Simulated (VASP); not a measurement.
# Si13P2Pt3Au2 in VASP: a series of runs

The runs below take Si13P2Pt3Au2 through single point, with PBE.

Everything below comes from runs of VASP 6.6.1. Logs are shortened: lines on timing, memory, paths and dates and some standing lists are left out, and cuts for length are marked.

## (1) The cell of the first run

The cell holds a disordered packing, 20 atoms: a = 6.480 Å, b = 6.786 Å, c = 7.158 Å, α = 87.59°, β = 90.56°, γ = 90.05°.

## (2) Single point, PBE

The input, INCAR:

```
PREC = Accurate
ENCUT = 400
EDIFF = 1E-6
ISMEAR = -1
SIGMA = 0.05
LREAL = Auto
LASPH = T
NELM = 120
ALGO = Normal
ISIF = 2
LWAVE = F
LCHARG = T
GGA = PE
LELF = T
LVHAR = T
NBANDS = 73
ISYM = -1
GGA_COMPAT = F
```

The input, KPOINTS:

```
explicit points
1
Reciprocal
  0.25000000   0.25000000   0.25000000 1
```

The input, POSCAR:

```
Si13P2Pt3Au2
1.0
    6.4794480000     -0.0023350000     -0.0331270000
   -0.0023350000      6.7843160000      0.1466780000
   -0.0331270000      0.1466780000      7.1568870000
Si Pt P Au
13 3 2 2
Direct
    0.6044942875      0.4051284969      0.9209203170
    0.9016764249      0.5470059553      0.0503290181
    0.6424725181      0.9370389075      0.2620305720
    0.1655033724      0.8790479959      0.5864074182
    0.1327800498      0.3743061845      0.7166487500
    0.1395800015      0.9793573761      0.2586277645
    0.2752209296      0.5158834708      0.0755611327
    0.4054545477      0.6308375393      0.7515818685
    0.5030483716      0.2954001917      0.4113866509
    0.8418339809      0.0966739421      0.5031777774
    0.2316409192      0.8870339351      0.9084754594
    0.7522224753      0.5593397240      0.3507819869
    0.8610477237      0.1838917718      0.8056740383
    0.4105751500      0.1389168648      0.7140388098
    0.4072070271      0.1712734314      0.1184482168
    0.8914969658      0.8870369691      0.0169046698
    0.6862783499      0.8712786110      0.7516058223
    0.9074324224      0.6434347914      0.6265213892
    0.3736390593      0.6788020383      0.3718070742
    0.0785687691      0.3470960573      0.3532099071
```

Potentials or basis: VASP PAW PBE potentials, release 64 (Si, Pt, P, Au).

Command:

```
> cat potpaw_PBE.64/Si/POTCAR potpaw_PBE.64/Pt/POTCAR potpaw_PBE.64/P/POTCAR potpaw_PBE.64/Au/POTCAR > POTCAR
> mpirun -np 1 vasp_std > vasp.out
```

OUTCAR:

```text
PREC = Accurate
   ENCUT = 400
   EDIFF = 1E-6
   ISMEAR = -1
   LREAL = Auto
   LASPH = T
   NELM = 120
   ISIF = 2
   GGA = PE
   ISYM = -1

 ion  position               nearest neighbor table
   1  0.604  0.405  0.921-   8 2.30   2 2.35  13 2.42  15 2.45   7 2.54  14 2.69
   2  0.902  0.547  0.050-  16 2.31   1 2.35  12 2.37   7 2.43  20 2.75  13 3.09   5 3.10
   3  0.642  0.937  0.262-  15 2.40  16 2.43  10 2.44  19 2.57  12 2.71   9 2.85
   4  0.166  0.879  0.586-  18 2.32  11 2.34   6 2.42  19 2.50   8 2.54  14 2.56  10 2.62
   5  0.133  0.374  0.717-  13 2.26  18 2.40  14 2.41   8 2.50  20 2.64   7 2.92  10 3.10   2 3.10

   6  0.140  0.979  0.259-  15 2.37   4 2.42  16 2.45  19 2.64  20 2.64  11 2.68  10 2.76
   7  0.275  0.516  0.076-   2 2.43  15 2.50  19 2.51   1 2.54   8 2.57  20 2.60  11 2.76   5 2.92
                             9 3.14
   8  0.405  0.631  0.752-   1 2.30  11 2.40  17 2.44   5 2.50   4 2.54   7 2.57  19 2.73
   9  0.503  0.295  0.411-  15 2.37  12 2.44  14 2.45  10 2.64  19 2.74  20 2.80   3 2.85   7 3.14

  10  0.842  0.097  0.503-  13 2.27   3 2.44  20 2.50  17 2.51   4 2.62   9 2.64   6 2.76   5 3.10
                            14 3.21
  11  0.232  0.887  0.908-   4 2.34  16 2.34   8 2.40  14 2.46   6 2.68  15 2.74   7 2.76
  12  0.752  0.559  0.351-  18 2.30   2 2.37   9 2.44  20 2.56  19 2.59   3 2.71
  13  0.861  0.184  0.806-   5 2.26  10 2.27   1 2.42  17 2.45  16 2.47  14 3.00   2 3.09
  14  0.411  0.139  0.714-   5 2.41   9 2.45  11 2.46  17 2.55   4 2.56   1 2.69  15 2.91  13 3.00
                            10 3.21
  15  0.407  0.171  0.118-   9 2.37   6 2.37   3 2.40   1 2.45   7 2.50  11 2.74  14 2.91  20 3.00

  16  0.891  0.887  0.017-   2 2.31  17 2.31  11 2.34   3 2.43   6 2.45  13 2.47
  17  0.686  0.871  0.752-  16 2.31  18 2.32   8 2.44  13 2.45  10 2.51  14 2.55
  18  0.907  0.643  0.627-  12 2.30  17 2.32   4 2.32   5 2.40  20 3.08
  19  0.374  0.679  0.372-   4 2.50   7 2.51   3 2.57  12 2.59   6 2.64   8 2.73   9 2.74  20 2.96

  20  0.079  0.347  0.353-  10 2.50  12 2.56   7 2.60   5 2.64   6 2.64   2 2.75   9 2.80  19 2.96
                            15 3.00  18 3.08

IMPORTANT INFORMATION: All symmetrisations will be switched off!
NOSYMM: (Re-)initialisation of all symmetry stuff for point group C_1.

----------------------------------------------------------------------------------------

                                     Primitive cell

  volume of cell :     314.4600

  direct lattice vectors                    reciprocal lattice vectors
     6.479448000 -0.002335000 -0.033127000     0.154337797  0.000037691  0.000713609
    -0.002335000  6.784316000  0.146678000     0.000037691  0.147464145 -0.003022054
    -0.033127000  0.146678000  7.156887000     0.000713609 -0.003022054  0.139790793

  length of vectors
     6.479533103  6.785901817  7.158466551     0.154339451  0.147495113  0.139825276

  position of ions in fractional coordinates (direct lattice)
     0.604494288  0.405128497  0.920920317
     0.901676425  0.547005955  0.050329018
     0.642472518  0.937038908  0.262030572
     0.165503372  0.879047996  0.586407418
     0.132780050  0.374306184  0.716648750
     0.139580002  0.979357376  0.258627764
[... 12 lines left out ...]
     0.373639059  0.678802038  0.371807074
     0.078568769  0.347096057  0.353209907

  ion indices of the primitive-cell ions
   primitive index   ion index
                 1           1
                 2           2
                 3           3
                 4           4
                 5           5
                 6           6
[... 12 lines left out ...]
                19          19
                20          20

----------------------------------------------------------------------------------------

 KPOINTS: explicit points

Read explicit list of k-points.

 Found      1 k-points:

 Following reciprocal coordinates:
            Coordinates               Weight
  0.250000  0.250000  0.250000      1.000000
   k-points           NKPTS =      1   k-points in BZ     NKDIM =      1   number of bands    NBANDS=     73
   number of dos      NEDOS =    301   number of ions     NIONS =     20
   total plane-waves  NPLWV =  96768
   dimension x,y,z NGX =    42 NGY =   48 NGZ =   48
   dimension x,y,z NGXF=    84 NGYF=   96 NGZF=   96
   ions per type =              13   3   2   2
   NGX,Y,Z   is equivalent  to a cutoff of  10.78, 11.76, 11.15 a.u.
   NGXF,Y,Z  is equivalent  to a cutoff of  21.55, 23.52, 22.29 a.u.
 SYSTEM =  unknown system
   PREC   = accura    normal or accurate (medium, high low for compatibility)
   ISTART =      0    job   : 0-new  1-cont  2-samecut
   ICHARG =      2    charge: 1-file 2-atom 10-const
   ISPIN  =      1    spin polarized calculation?
   LNONCOLLINEAR =      F non collinear calculations
   LSORBIT =      F    spin-orbit coupling
   LASPH  =      T    aspherical Exc in radial PAW
   ENCUT  =  400.0 eV  29.40 Ry    5.42 a.u.  10.57 11.07 11.67*2*pi/ulx,y,z
   NELM   =    120;   NELMIN=  2; NELMDL= -5     # of ELM steps
   EDIFF  = 0.1E-05   stopping-criterion for ELM
   LREAL  =      T    real-space projection
   EDIFFG = 0.1E-04   stopping-criterion for IOM
   NSW    =      0    number of steps for IOM
   IBRION =     -1    ionic relax: 0-MD 1-quasi-New 2-CG
   NFREE  =      0    steps in history (QN), initial steepest desc. (CG)
   ISIF   =      2    stress and relaxation
   ISYM   =     -1    0-nonsym 1-usesym 2-fastsym
   POTIM  = 0.5000    time-step for ionic-motion
   TEBEG  =    0.0;   TEEND  =   0.0 temperature during run
   PSTRESS=    0.0 pullay stress
   NELECT =     114.0000    total number of electrons
   NUPDOWN=      -1.0000    fix difference up-down
   EMIN   =  10.00;   EMAX   =-10.00  energy-range for DOS
   EFERMI =   0.00;   METHOD = LEGACY
   ISMEAR =    -1;   SIGMA  =   0.05  broadening in eV -4-tet -1-fermi 0-gaus
   EFERMI_NEDOS =   21; number of points for ismear=-14 and -15
   IALGO  =     38    algorithm
   IMIX   =      4    mixing-type and parameters
     AMIX     =   0.40;   BMIX     =  1.00
     AMIX_MAG =   1.60;   BMIX_MAG =  1.00
  volume/ion in A,a.u.               =      15.72       106.10
  Fermi-wavevector in a.u.,A,eV,Ry     =   1.167315  2.205905 18.539620  1.362624
  Thomas-Fermi vector in A             =   2.303816
   LORBIT       =      0    0 simple, 1 ext, 2 COOP (PROOUT), +10 PAW based schemes
   GGA     = PE    functional components
   LHFCALC =     F    Hartree Fock is set to
   AEXX    =    0.0000 exact exchange contribution
   IVDW    =     0    specifies the selected vdW correction
   LEPSILON=     F    determine dielectric tensor
   LRPA    =     F    only Hartree local field effects (RPA)
 non-spin polarized calculation
  energy-cutoff  :      400.00
  volume of cell :      314.46
 maximum number of plane-waves:      5713
 NGX is ok and might be reduce to    42
   NGX = 21   NGY = 23   NGZ = 23

 number of electron     114.0000005 magnetization

 Free energy of the ion-electron system (eV)
  ---------------------------------------------------
  ext. energy  EPLUGINS =         0.00000000
  ---------------------------------------------------
  free energy    TOTEN  =      -106.64739983 eV

  energy without entropy =     -106.63349955  energy(sigma->0) =     -106.64044969

 E-fermi :   9.3235     XC(G=0): -11.2743

 val. band max:        9.1069833699   @ k =   0.2500   0.2500   0.2500
 cond. band min:       9.5399423686   @ k =   0.2500   0.2500   0.2500
 fundamental gap:      0.4329589988
 Fermi energy:         9.3234922516

 k-point     1 :       0.2500    0.2500    0.2500
  band No.  band energies     occupation
      1      -4.4537      2.00000
      2      -2.7193      2.00000
      3      -2.6171      2.00000
      4      -2.0007      2.00000
      5      -1.1283      2.00000
      6      -0.7533      2.00000
[... 61 lines left out ...]
     68      12.3225      0.00000
     69      12.4675      0.00000
 [bands above 69 left out]

------------------------ aborting loop because EDIFF is reached ----------------------------------------

  FORCE on cell =-STRESS in cart. coord.  units (eV):
  Direction    XX          YY          ZZ          XY          YZ          ZX
  --------------------------------------------------------------------------------------
  -------------------------------------------------------------------------------------
  Total       18.4392238     22.2088090     12.3241971     -1.7155549      2.2750863     -1.6674270
  in kB       93.9480483    113.1541265     62.7919202     -8.7407709     11.5915896     -8.4955591
  external PRESSURE =      89.9646983 kB  Pullay stress =       0.0000000 kB

 VOLUME and BASIS-vectors are now :
 -----------------------------------------------------------------------------
  energy-cutoff  :      400.00
  volume of cell :      314.46
      direct lattice vectors                 reciprocal lattice vectors
     6.479448000 -0.002335000 -0.033127000     0.154337797  0.000037691  0.000713609
    -0.002335000  6.784316000  0.146678000     0.000037691  0.147464145 -0.003022054
    -0.033127000  0.146678000  7.156887000     0.000713609 -0.003022054  0.139790793

 POSITION                                       TOTAL-FORCE (eV/Angst)
 -----------------------------------------------------------------------------------
      3.88534      2.88219      6.63032         0.164957     -0.898243     -0.173918
      5.83942      3.71634      0.41056         0.541091     -0.734979      0.009794
      4.15200      6.39410      1.99148         0.374379     -0.567628     -0.411215
      1.05089      6.04937      4.32031        -0.079661      0.296330     -0.457555
      0.83573      2.64422      5.17948         0.762123      0.880463      0.014319
      0.89355      6.68188      1.99000        -0.585556      0.109350      0.003956
[... 12 lines left out ...]
      2.40707      4.65887      2.74817         0.249023     -0.137015      0.130189
      0.49657      2.40643      2.57619         0.488743      0.028265     -0.259182
 -----------------------------------------------------------------------------------
    total drift:                                0.006707      0.001228      0.006457

  FREE ENERGIE OF THE ION-ELECTRON SYSTEM (eV)
  ---------------------------------------------------
  free  energy   TOTEN  =      -106.6473998287 eV

  energy  without entropy=     -106.6334995539  energy(sigma->0) =     -106.64044969
```

It took 32 s on 1 thread of Intel Xeon Platinum 8375C at 2.90GHz (Ice Lake), shared host; peak memory 0.29 GiB.

What came out:

```
Free energy   : -106.6474 eV
Pressure      : 9.0 GPa
Largest force : 1.855 eV/Å
```

Forces on the atoms (eV/Å):
```
Si   0.165 -0.898 -0.174
Si   0.541 -0.735  0.010
Si   0.374 -0.568 -0.411
Si  -0.080  0.296 -0.458
Si   0.762  0.880  0.014
Si  -0.586  0.109  0.004
Si  -0.435  0.207 -0.477
Si  -0.105 -0.181 -0.365
Si   0.462  0.230  0.291
Si  -0.224 -0.046 -0.953
Si   0.229  0.319  0.488
Si  -0.467  0.445  0.627
Si  -0.398 -0.264  1.223
Pt   0.584 -0.136 -0.196
Pt   0.088  0.026  0.076
Pt   0.091  1.310  1.310
P   -1.051 -0.827 -0.736
P   -0.689 -0.059 -0.145
Au   0.249 -0.137  0.130
Au   0.489  0.028 -0.259
```

Caveat: the atoms stand as in a frame of molecular dynamics; spin-orbit coupling is left out, which moves the levels of the heavy elements.

## (3) Single point, PBE

INCAR: that of step 2 with these lines changed.

```diff
@@ -11,6 +11,4 @@
 LWAVE = F
-LCHARG = T
+LCHARG = F
 GGA = PE
-LELF = T
-LVHAR = T
 NBANDS = 73
```

KPOINTS is that of step 2.

The input, POSCAR:

```
Si13P2Pt3Au2
1.0
    6.4794480000     -0.0023350000     -0.0331270000
   -0.0023350000      6.7843160000      0.1466780000
   -0.0331270000      0.1466780000      7.1568870000
Si Pt P Au
13 3 2 2
Direct
    0.5993647981      0.3852604826      0.9036574031
    0.9131592936      0.5276382407      0.0321225284
    0.6400683367      0.9090064416      0.2507916217
    0.1427430577      0.9110476446      0.5721593764
    0.1350737031      0.3620248797      0.6933228792
    0.1263148188      0.9673468629      0.2297082416
    0.2701291541      0.5304516122      0.0551574989
    0.3911497669      0.6109203315      0.7228265649
    0.5302661569      0.2921978508      0.3802248283
    0.8432139485      0.1039734719      0.4799152938
    0.2286210739      0.8818958919      0.8962517928
    0.7667688055      0.5772697398      0.3377812140
    0.8601045150      0.1668643352      0.8044148741
    0.4316388533      0.1270335521      0.6780234022
    0.4055937838      0.1555665193      0.0975513403
    0.8767719745      0.8720227294      0.0052598672
    0.6582869468      0.8365192345      0.7272547552
    0.8987229932      0.6507618055      0.6283204634
    0.3618049509      0.6669490934      0.3788462433
    0.0819171638      0.3383396829      0.3388166785
```

Potentials or basis: VASP PAW PBE potentials, release 64 (Si, Pt, P, Au).

Command:

```
> cat potpaw_PBE.64/Si/POTCAR potpaw_PBE.64/Pt/POTCAR potpaw_PBE.64/P/POTCAR potpaw_PBE.64/Au/POTCAR > POTCAR
> mpirun -np 1 vasp_std > vasp.out
```

Run time: 39 s. Hardware: 1 thread of Intel Xeon Platinum 8375C at 2.90GHz (Ice Lake), shared host; peak memory 0.3 GiB.

Results (log left out):

```yaml
Free_energy: -106.5205 eV
Pressure: 7.7 GPa
Largest_force: 1.239 eV/Å
```

Forces on the atoms (eV/Å):
```
Si  -0.012  0.142  0.084
Si  -0.541 -0.818 -0.206
Si  -0.260  0.677 -0.102
Si   0.466 -0.870 -0.457
Si   0.080 -0.042  0.102
Si   0.086  0.358  0.822
Si   0.435 -0.767  0.023
Si   0.040 -0.334  0.249
Si  -0.043  0.389 -0.015
Si  -0.830 -0.350 -0.060
Si   0.290  0.402 -0.003
Si  -0.585 -0.313  0.473
Si   0.043 -0.499 -0.406
Pt  -0.518  0.374  0.488
Pt   0.142 -0.042  0.519
Pt   0.039  0.747 -0.050
P    0.468  1.053  0.455
P    0.146 -0.501 -0.800
Au  -0.103 -0.049 -0.578
Au   0.658  0.444 -0.539
```

Stress tensor (GPa, compression positive):
```
 8.38 -1.50 -1.68
-1.50  9.56  0.78
-1.68  0.78  5.15
```

Levels at points of the mesh, in eV from the Fermi level:
```
           k point  band 55  band 56  band 57  band 58  band 59  band 60
(0.25, 0.25, 0.25)    -0.82    -0.53    -0.26     0.26     0.61     1.03
```

Caveat: the atoms stand as in a frame of molecular dynamics; spin-orbit coupling is left out, which moves the levels of the heavy elements.
